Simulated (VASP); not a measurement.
Here is a VASP 6.6.1 calculation.

The input INCAR:

```
PREC = Accurate
ENCUT = 520
EDIFF = 1E-6
ISMEAR = 0
SIGMA = 0.1
LREAL = F
LASPH = T
NELM = 60
ALGO = Normal
ISIF = 2
LWAVE = F
LCHARG = F
GGA = PE
NBANDS = 14
```

File KPOINTS:

```
regular mesh
0
Gamma
  18 18 18
```

Contents of POSCAR:

```
Rh
1.0
    0.0000000000      1.9759844845      1.9759844845
    1.9759844845      0.0000000000      1.9759844845
    1.9759844845      1.9759844845      0.0000000000
Rh
1
Direct
    0.0000000000      0.0000000000      0.0000000000
```

Potentials or basis: VASP PAW PBE potentials, release 64 (Rh_pv).

Run with:

```console
$ cat potpaw_PBE.64/Rh_pv/POTCAR > POTCAR
$ mpirun -np 1 vasp_std > vasp.out
```

Problem. Estimate the pressure.

Solution. -18.9 GPa.

Caveat: the cell differs from its parent crystal (strained).
